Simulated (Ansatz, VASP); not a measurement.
**Na in VASP and in Ansatz**

File INCAR:

```
PREC = Accurate
ENCUT = 520
EDIFF = 1E-6
ISMEAR = 0
SIGMA = 0.1
LREAL = F
LASPH = T
NELM = 60
ALGO = Fast
ISIF = 2
LWAVE = F
LCHARG = T
GGA = PE
LELF = T
LVHAR = T
NBANDS = 10
```

KPOINTS

```
regular mesh
0
Gamma
  12 12 12
```

The input POSCAR:

```
Na
1.0
   -2.2743008750      2.1810250000      2.0597769500
    2.2743008750     -2.1810250000      2.0597769500
    2.3196577250      2.2263818500     -2.0597769500
Na
1
Direct
    0.0000000000      0.0000000000      0.0000000000
```

Input for Ansatz:

```yaml
crystal:
  lattice:
    - [-2.274300875, 2.181025, 2.05977695]
    - [2.274300875, -2.181025, 2.05977695]
    - [2.319657725, 2.22638185, -2.05977695]
  atoms:
    - { symbol: Na, position: [0.0, 0.0, 0.0] }
basis:
  ecutwfc: 420
kpoints:
  mp_grid: { grid: [12, 12, 12] }
hamiltonian:
  xc: pbe
scf:
  occupations: { method: gaussian, width: 0.1 }
output:
  forces: true
  stress: true
  eigenvalues: true
  populations: true
```

Alike in both runs: task single point; functional PBE; k mesh 12 × 12 × 12; occupations gaussian, width 0.1 eV; no spin polarisation.

```csv
,VASP,Ansatz
version,VASP 6.6.1,Ansatz 0.2.0
potentials or method,"VASP PAW PBE potentials, release 64 (Na_pv), cutoff 520 eV","scalar-relativistic, plane waves, PAW"
valence electrons in the cell,7,9
```

|  | VASP | Ansatz | Ansatz less VASP |
| --- | --- | --- | --- |
| gap on the k mesh at the Fermi level (eV) | none | none | - |
| pressure (GPa) | -0.7 | -0.7 | 0.00 |
| traceless stress, the component that is largest in VASP (GPa) | -0.14 | -0.14 | +0.002 |

A gap of «none» marks a metal or a gap that the smearing closes. VASP's potentials hold 7 valence electrons a cell and Ansatz's 9, so a difference there can come from the potentials and not from the codes.
